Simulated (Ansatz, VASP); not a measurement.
# Two plane-wave programs on K

File INCAR:

```
  PREC = Accurate
  ENCUT = 520
  EDIFF = 1E-7
  ISMEAR = 0
  SIGMA = 0.05
  LREAL = False
  LASPH = True
  NELM = 60
  ALGO = Fast
  ISIF = 2
  LWAVE = False
  LCHARG = True
  GGA = PE
  LELF = True
  LVHAR = True
  NBANDS = 16
```

KPOINTS

```
regular mesh
0
Gamma
  8 8 8
```

File POSCAR:

```
K
1.0
    0.0000000000     -4.4162180942      0.0000000000
    4.4162180942      0.0000000000      0.0000000000
   -2.2081090471      2.2081090471      8.0458679461
K
2
Direct
    0.2500000000      0.7500000000      0.5000000000
    0.5062143700      0.5062143700      0.0124287399
```

Input for Ansatz:

```yaml
crystal:
  lattice:
    - [0.0, -4.4162180942, 0.0]
    - [4.4162180942, 0.0, 0.0]
    - [-2.2081090471, 2.2081090471, 8.0458679461]
  atoms:
    - { symbol: K, position: [0.25, 0.75, 0.5] }
    - { symbol: K, position: [0.50621437, 0.50621437, 0.0124287399] }
basis:
  ecutwfc: 420
  fft_grid_basis: typed
kpoints:
  mp_grid: { grid: [8, 8, 8] }
hamiltonian:
  xc: pbe
  pseudopotentials: { kind: paw }
scf:
  occupations: { method: gaussian, width: 0.05 }
output:
  forces: true
  stress: true
  eigenvalues: true
  bader: true
  write_density: true
  volumetric_format: npy
```

Alike in both runs: task single point; functional PBE; k mesh 8 × 8 × 8; occupations gaussian, width 0.05 eV; no spin polarisation.

|  | VASP | Ansatz |
| --- | --- | --- |
| version | VASP 6.6.1 | Ansatz 0.2.0 |
| potentials or method | VASP PAW PBE potentials, release 64 (K_sv), cutoff 520 eV | scalar-relativistic, plane waves, PAW |
| valence electrons in the cell | 18 | 18 |

|  | VASP | Ansatz | Ansatz less VASP |
| --- | --- | --- | --- |
| gap on the k mesh at the Fermi level (eV) | none | none | - |
| pressure (GPa) | -0.1 | 0.0 | +0.01 |
| rms of the force components (eV/Å) | 0.023 | 0.023 | +0.0004 |

Atom by atom the forces differ by 0.000 eV/Å (rms over components). A gap of «none» marks a metal or a gap that the smearing closes.
